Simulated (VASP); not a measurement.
Input of a VASP 6.6.1 run:

File INCAR:

```
SYSTEM = MgO2
  PREC = Accurate
  ENCUT = 840
  EDIFF = 1E-6
  ISMEAR = 0
  SIGMA = 0.05
  LREAL = .FALSE.
  LASPH = .TRUE.
  NELM = 120
  ALGO = Normal
  ISIF = 2
  LWAVE = .FALSE.
  LCHARG = .TRUE.
  GGA = PS
  LELF = .TRUE.
  LVHAR = .TRUE.
  NBANDS = 18
  GGA_COMPAT = .FALSE.
```

Contents of KPOINTS:

```
regular mesh
0
G
  12 12 12
  0 0 0
```

The input POSCAR:

```
MgO2
1.0
    1.4763801347      0.8523884682      3.4939788749
   -1.4763801347      0.8523884682      3.4939788749
    0.0000000000     -1.7047769364      3.4939788749
Mg O
1 2
Direct
    0.0000000000      0.0000000000      0.0000000000
    0.4287860000      0.4287860000      0.4287860000
    0.5712140000      0.5712140000      0.5712140000
```

Potentials or basis: VASP PAW PBE potentials, release 64 (Mg_sv, O).

Run with:

```bash
$ cat potpaw_PBE.64/Mg_sv/POTCAR potpaw_PBE.64/O/POTCAR > POTCAR
$ mpirun -np 1 vasp_std > vasp.out
```

Question: What does it give for the band gap on the k mesh?

Answer: 1.86 eV.

Question: Predict the largest force.

Answer: 1.530 eV/Å.

Question: What does it give for the pressure?

Answer: 18.8 GPa.

Stress tensor (GPa, compression positive):
```
28.35  0.00  0.00
 0.00 28.35  0.00
 0.00  0.00 -0.25
```

Caveat: the cell differs from its parent crystal (strain -0.080 along x and y, +0.000 along z); the stress differs along the axes, from -0 to 28 GPa; the PAW data sets were made with another functional, which shifts forces and pressure a little. A k mesh can miss the band edges.
